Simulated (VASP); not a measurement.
# AlN (P6_3/mmc) in VASP: a series of runs, part 2 of 2

VASP 6.6.1. Earlier steps stand in the parts before.

## (4) Relaxation of cell and atoms, LDA, target pressure 6 GPa, at which the enthalpy is minimised

File INCAR:

```
SYSTEM = AlN
ALGO = Normal
EDIFF = 1E-6
EDIFFG = -0.01
ENCUT = 600
GGA = CA
IBRION = 2
ISIF = 3
ISMEAR = 0
LASPH = .True.
LCHARG = .False.
LREAL = .False.
LWAVE = .False.
NELM = 60
NSW = 80
PREC = Accurate
PSTRESS = 60.0
SIGMA = 0.01
```

File KPOINTS:

```
k-points
0
Gamma
  6 6 4
  0 0 0
```

File POSCAR:

```
AlN
1.0
    3.3121157400      0.0000000000      0.0000000000
   -1.6560578700      2.8683763711      0.0000000000
    0.0000000000      0.0000000000      4.1875630000
Al N
2 2
Direct
    0.3333333333      0.6666666667      0.7500000000
    0.6666666667      0.3333333333      0.2500000000
    0.3333333333      0.6666666667      0.2500000000
    0.6666666667      0.3333333333      0.7500000000
```

Potentials or basis: VASP PAW LDA potentials, release 64 (Al, N).

Run with:

```sh
cat potpaw_LDA.64/Al/POTCAR potpaw_LDA.64/N/POTCAR > POTCAR
mpirun -np 1 vasp_std > vasp.out
```

OUTCAR:

```text
SYSTEM = AlN
   EDIFF = 1E-6
   EDIFFG = -0.01
   ENCUT = 600
   GGA = CA
   IBRION = 2
   ISIF = 3
   ISMEAR = 0
   LASPH = .True.
   LREAL = .False.
   NELM = 60
   NSW = 80
   PREC = Accurate
   PSTRESS = 60.0

 ion  position               nearest neighbor table
   1  0.333  0.667  0.750-   4 1.91   4 1.91   4 1.91   3 2.09   3 2.09   2 2.84   2 2.84   2 2.84
                             2 2.84   2 2.84   2 2.84
   2  0.667  0.333  0.250-   3 1.91   3 1.91   3 1.91   4 2.09   4 2.09   1 2.84   1 2.84   1 2.84
                             1 2.84   1 2.84   1 2.84
   3  0.333  0.667  0.250-   2 1.91   2 1.91   2 1.91   1 2.09   1 2.09
   4  0.667  0.333  0.750-   1 1.91   1 1.91   1 1.91   2 2.09   2 2.09

  LATTYP: Found a hexagonal cell.
 ALAT       =     3.3121157400
 C/A-ratio  =     1.2643166268

  Lattice vectors:

 A1 = (   3.3121157400,   0.0000000000,   0.0000000000)
 A2 = (  -1.6560578700,   2.8683763711,   0.0000000000)
 A3 = (   0.0000000000,   0.0000000000,   4.1875630000)

Analysis of symmetry for initial positions (statically):
=====================================================================
 Subroutine PRICEL returns:
 Original cell was already a primitive cell.

[... 164 lines left out ...]

 number of electron      16.0000001 magnetization

 Free energy of the ion-electron system (eV)
  ---------------------------------------------------
  ext. energy  EPLUGINS =         0.00000000
  ---------------------------------------------------
  free energy    TOTEN  =       -32.44294078 eV

  energy without entropy =      -32.44294078  energy(sigma->0) =      -32.44294078

------------------------ aborting loop because EDIFF is reached ----------------------------------------

  FORCE on cell =-STRESS in cart. coord.  units (eV):
  Direction    XX          YY          ZZ          XY          YZ          ZX
  --------------------------------------------------------------------------------------
  -------------------------------------------------------------------------------------
  Total       -2.0286208     -2.0286208     -2.1447759      0.0000000      0.0000000     -0.0000000
  in kB      -81.6974415    -81.6974415    -86.3752899      0.0000000      0.0000000     -0.0000000
  external PRESSURE =    -143.2567243 kB  Pullay stress =      60.0000000 kB
[... 307 lines left out ...]
--------------------------------------- Ionic step        9  -------------------------------------------

 number of electron      16.0000001 magnetization

 Free energy of the ion-electron system (eV)
  ---------------------------------------------------
  ext. energy  EPLUGINS =         0.00000000
  ---------------------------------------------------
  free energy    TOTEN  =       -32.46845273 eV

  energy without entropy =      -32.46845273  energy(sigma->0) =      -32.46845273

 E-fermi :   8.5184     XC(G=0): -11.7812

 val. band max:        8.3936820014   @ k =   0.0000   0.0000   0.0000
 cond. band min:      12.2008858620   @ k =   0.0000   0.0000   0.0000
 fundamental gap:      3.8072038606
 Fermi energy:         8.5184125645

 k-point     1 :       0.0000    0.0000    0.0000
  band No.  band energies     occupation
      1      -8.7174      2.00000
      2      -4.5703      2.00000
      3       1.1631      2.00000
      4       4.9327      2.00000
      5       4.9327      2.00000
      6       6.7384      2.00000
      7       6.7384      2.00000
      8       8.3937      2.00000
      9      12.2009      0.00000
     10      13.1810      0.00000
     11      16.7695      0.00000
     12      16.7695      0.00000
[... 333 lines left out ...]
  energy  without entropy=      -32.4684527320  energy(sigma->0) =      -32.46845273

  enthalpy is  TOTEN    =       -31.0741513982 eV   P V=        1.3943013339

 reached required accuracy - stopping structural energy minimisation
```

OSZICAR:

```text
N       E                     dE             d eps       ncg     rms          rms(c)
DAV:   1     0.544252849530E+02    0.54425E+02   -0.82338E+03   504   0.133E+03
DAV:   2    -0.337093754928E+02   -0.88135E+02   -0.78877E+02   760   0.226E+02
DAV:   3    -0.371911865036E+02   -0.34818E+01   -0.34620E+01   656   0.488E+01
DAV:   4    -0.372186524323E+02   -0.27466E-01   -0.27452E-01   620   0.499E+00
[... 58 lines left out ...]
   8 F= -.31074125E+02 E0= -.31074125E+02  d E =0.508347E-05
       N       E                     dE             d eps       ncg     rms          rms(c)
DAV:   1    -0.324684908115E+02    0.12393E-02   -0.87159E-04   548   0.308E-01    0.421E-02
DAV:   2    -0.324684535252E+02    0.37286E-04   -0.13093E-04   540   0.929E-02    0.106E-02
DAV:   3    -0.324684527320E+02    0.79316E-06   -0.45980E-06   572   0.183E-02
   9 F= -.31074151E+02 E0= -.31074151E+02  d E =-.209764E-04
```

CONTCAR:

```text
AlN
   1.00000000000000
     3.2551397502904673   -0.0000000000000000   -0.0000000000000000
    -1.6275698751452337    2.8190337166053903    0.0000000000000000
    -0.0000000000000000    0.0000000000000000    4.0573835689181941
  Al              N
     2     2
Direct
     0.3333333332999970    0.6666666667000030    0.7500000000000000
     0.6666666667000030    0.3333333332999970    0.2500000000000000
     0.3333333332999970    0.6666666667000030    0.2500000000000000
     0.6666666667000030    0.3333333332999970    0.7500000000000000

  0.00000000E+00  0.00000000E+00  0.00000000E+00
  0.00000000E+00  0.00000000E+00  0.00000000E+00
  0.00000000E+00  0.00000000E+00  0.00000000E+00
  0.00000000E+00  0.00000000E+00  0.00000000E+00
```

Wall time 36 s (1 thread of Intel Xeon 6975P-C, shared host); peak memory 0.15 GiB.

What came out:

| Item | Value |
| --- | --- |
| Free energy | -32.4685 eV |
| Relaxed volume | 9.31 Å³/atom |
| Relaxed cell | a = 3.255 Å, b = 3.255 Å, c = 4.057 Å, α = 90.00°, β = 90.00°, γ = 120.00° |
| Space group after relaxing (to 0.05 Å) | P6_3/mmc (No. 194) |
| Energy change on relaxing (the enthalpy is what falls) | -6.4 meV/atom |
| Ionic steps | 9 |
| Pressure after relaxing | 6.0 GPa |
| Band gap on the k mesh | 3.81 eV, direct |

Step by step:
| step | energy change (eV) | largest force (eV/Å) | pressure (GPa) | volume (Å³) |
| --- | --- | --- | --- | --- |
| 1 | 0.0000 | 0.0000 | -8.33 | 39.78 |
| 2 | 0.2004 | 0.0000 | 24.89 | 34.88 |
| 3 | -0.0251 | 0.0000 | 5.82 | 37.32 |
| 4 | -0.0233 | 0.0000 | 6.12 | 37.27 |
| 5 | -0.0248 | 0.0000 | 6.16 | 37.22 |
| 6 | -0.0244 | 0.0000 | 6.21 | 37.20 |
| 7 | -0.0243 | 0.0000 | 6.21 | 37.20 |
| 8 | -0.0268 | 0.0000 | 5.77 | 37.27 |
| 9 | -0.0255 | 0.0000 | 6.00 | 37.23 |

Final structure:
```yaml
crystal:
  lattice:
    - [3.25514, 0.00000, 0.00000]
    - [-1.62757, 2.81903, 0.00000]
    - [0.00000, 0.00000, 4.05738]
  atoms:
    - { symbol: Al, position: [0.33333, 0.66667, 0.75000] }
    - { symbol: Al, position: [0.66667, 0.33333, 0.25000] }
    - { symbol: N, position: [0.33333, 0.66667, 0.25000] }
    - { symbol: N, position: [0.66667, 0.33333, 0.75000] }
```

Levels at points of the mesh, in eV from the valence-band top:
```
           k point  band 4  band 5  band 6  band 7  band 8  band 9  band 10  band 11  band 12
(0.00, 0.00, 0.00)   -3.46   -3.46   -1.66   -1.66    0.00    3.81     4.79     8.38     8.38
(0.50, 0.00, 0.00)   -5.01   -4.74   -4.29   -3.09   -1.40    3.91     7.30     7.76     9.20
(0.00, 0.00, 0.50)   -3.75   -2.60   -2.60   -2.60   -2.60    6.02     6.02     8.51     8.51
(0.50, 0.00, 0.50)   -7.60   -3.40   -3.40   -1.82   -1.82    5.24     5.24     9.90     9.90
```

Caveat: the cell is relaxed towards a set pressure, so the enthalpy falls and the energy may rise. A k mesh can miss the band edges.

## (5) Relaxation of cell and atoms, LDA, target pressure 8 GPa, at which the enthalpy is minimised

File INCAR:

```
ALGO     = Normal         # electronic algorithm
EDIFF    = 1E-7           # SCF threshold, eV
EDIFFG   = -0.01          # ionic threshold
ENCUT    = 600            # plane-wave cutoff, eV
IBRION   = 2              # ionic algorithm
ISIF     = 3              # what is computed and relaxed
ISMEAR   = 0              # smearing method
LASPH    = True           # aspherical terms in the spheres
LCHARG   = False          # write CHGCAR
LREAL    = False          # projectors in reciprocal space
LWAVE    = False          # write WAVECAR
NELM     = 100            # most SCF steps
NSW      = 80             # ionic steps
PREC     = Accurate       # precision mode
PSTRESS  = 80.0         
SIGMA    = 0.01           # smearing width, eV
```

File KPOINTS:

```
k-points
0
Gamma
  6 6 4
```

POSCAR is that of step 4.

Run with:

```sh
cat potpaw_LDA.64/Al/POTCAR potpaw_LDA.64/N/POTCAR > POTCAR
mpirun -np 1 vasp_std > vasp.out
```

It took 41 s on 1 thread of Intel Xeon 6975P-C, shared host; peak memory 0.15 GiB.

It converged, with:

```yaml
Free_energy: -32.4556 eV
Relaxed_volume: 9.23 Å³/atom
Relaxed_cell: a = 3.247 Å, b = 3.247 Å, c = 4.045 Å, α = 90.00°, β = 90.00°, γ = 120.00°
Space_group_after_relaxing_to_0.05_Å: P6_3/mmc (No. 194)
Energy_change_on_relaxing_the_enthalpy_is_what_falls: -3.2 meV/atom
Ionic_steps: 8
Pressure_after_relaxing: 8.0 GPa
Band_gap_on_the_k_mesh: 3.87 eV, direct
```

Step by step:
```
step  energy change (eV)  largest force (eV/Å)  pressure (GPa)  volume (Å³)
   1              0.0000                0.0000           -8.28        39.78
   2              0.3114                0.0000           31.04        34.24
   3             -0.0130                0.0000            7.75        37.03
   4             -0.0103                0.0000            8.12        36.98
   5             -0.0118                0.0000            8.17        36.93
   6             -0.0111                0.0000            8.22        36.91
   7             -0.0144                0.0000            7.75        36.97
   8             -0.0127                0.0000            8.00        36.94
```

Final structure:
```
CELL_PARAMETERS angstrom
3.24736 0.00000 0.00000
-1.62368 2.81229 0.00000
0.00000 0.00000 4.04470
ATOMIC_POSITIONS crystal
Al 0.33333 0.66667 0.75000
Al 0.66667 0.33333 0.25000
N 0.33333 0.66667 0.25000
N 0.66667 0.33333 0.75000
```

Levels at points of the mesh, in eV from the valence-band top:
| k point | band 5 | band 6 | band 7 | band 8 | band 9 | band 10 | band 11 | band 12 |
| --- | --- | --- | --- | --- | --- | --- | --- | --- |
| (0.00, 0.00, 0.00) | -3.49 | -1.67 | -1.67 | 0.00 | 3.87 | 4.85 | 8.42 | 8.42 |
| (0.50, 0.00, 0.00) | -4.77 | -4.29 | -3.12 | -1.40 | 3.93 | 7.32 | 7.84 | 9.21 |
| (0.00, 0.00, 0.50) | -2.62 | -2.62 | -2.62 | -2.62 | 6.07 | 6.07 | 8.54 | 8.54 |
| (0.50, 0.00, 0.50) | -3.42 | -3.42 | -1.83 | -1.83 | 5.27 | 5.27 | 9.98 | 9.98 |

Caveat: the cell is relaxed towards a set pressure, so the enthalpy falls and the energy may rise. A k mesh can miss the band edges.

## (6) Overview

| cell | gap on the mesh (eV) | pressure (GPa) |
| --- | --- | --- |
| relaxed to 2 GPa | 3.68 | 2.0 |
| relaxed to 4 GPa | 3.75 | 4.0 |
| relaxed to 6 GPa | 3.81 | 6.0 |
| relaxed to 8 GPa | 3.87 | 8.0 |

Alike in all rows: task relaxation of cell and atoms; level LDA; potentials or basis VASP PAW LDA potentials, release 64 (Al, N); no spin polarisation; k mesh 6 × 6 × 4; cutoff (eV) 600; smearing gaussian 0.01 eV.

Caveats: the cell is relaxed towards a set pressure, so the enthalpy falls and the energy may rise.

Absolute energies hang on the potentials; compare differences alone.
